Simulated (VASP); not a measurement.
**TiO2 (Anatase): single point with PBE**

TiO2 (Anatase):

```
Ti O
1.0
    -1.89210    1.89210    4.75730
     1.89210   -1.89210    4.75730
     1.89210    1.89210   -4.75730
Ti O
2 4
Direct
  0.00000 0.00000 0.00000
  0.75000 0.25000 0.50000
  0.20810 0.20810 0.00000
  0.95810 0.45810 0.50000
  0.54190 0.04190 0.50000
  0.79190 0.79190 0.00000
```

```yaml
Program: VASP 6.6.1
Task: single point
Functional: PBE
Potentials_or_basis: VASP PAW PBE potentials, release 64 (Ti_sv, O)
Cutoff: 520 eV
k_mesh: 3 × 3 × 3
Occupations: gaussian, width 0.01 eV
Spin: no spin polarisation
```

| Property | Result |
| --- | --- |
| Pressure | 5.7 GPa |
| Largest force | 0.202 eV/Å |
| Band gap on the k mesh | 2.22 eV, indirect (least direct gap 2.46 eV) |

Forces in eV/Å, atoms in the order of the input:
```
Ti   0.000  0.000  0.000
Ti   0.000  0.000  0.000
O    0.000  0.000  0.202
O    0.000  0.000  0.202
O    0.000  0.000 -0.202
O    0.000  0.000 -0.202
```

Stress tensor (GPa, compression positive):
```
4.64 0.00 0.00
0.00 4.64 0.00
0.00 0.00 7.82
```

Levels at points of the mesh, in eV from the valence-band top:
| k point | band 20 | band 21 | band 22 | band 23 | band 24 | band 25 | band 26 | band 27 | band 28 | band 29 |
| --- | --- | --- | --- | --- | --- | --- | --- | --- | --- | --- |
| (0.00, 0.00, 0.00) | -0.67 | -0.65 | -0.65 | -0.36 | -0.36 | 2.22 | 2.96 | 4.10 | 4.10 | 4.12 |

Wall time 38 s on 1 thread of Intel(R) Xeon(R) Platinum 8259CL CPU @ 2.50GHz (Skylake/Cascade Lake) (shared host), peak memory 0.24 GiB.

Caveat: the k points lie up to 0.78 Å⁻¹ apart. A k mesh can miss the band edges.
